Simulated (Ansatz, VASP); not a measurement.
**In: VASP beside Ansatz**

```
In
1.0
    -1.67037    1.67037    2.35876
     1.67037   -1.67037    2.35876
     1.67037    1.67037   -2.35876
In
1
Cartesian
  0.0000 0.0000 0.0000
```

Alike in both runs: functional r2SCAN; k mesh 18 × 18 × 18; occupations gaussian, width 0.1 eV; no spin polarisation.

Ansatz relaxed the structure, and its values are those at the end. VASP's run is a single point on that final structure, the one shown.

|  | VASP | Ansatz |
| --- | --- | --- |
| version | VASP 6.6.1 | Ansatz 0.2.0 |
| potentials or method | VASP PAW PBE potentials, release 64 (In_d), cutoff 520 eV | scalar-relativistic, plane waves, PAW |
| valence electrons in the cell | 13 | 13 |

|  | VASP | Ansatz | Ansatz less VASP |
| --- | --- | --- | --- |
| gap on the k mesh at the Fermi level (eV) | none | none | - |
| pressure (GPa) | 0.0 | 0.0 | -0.01 |

VASP's potentials were made for PBE, not for r2SCAN. A gap of «none» marks a metal or a gap that the smearing closes. With one functional, cell and mesh, what is left measures potentials, basis and numerics.
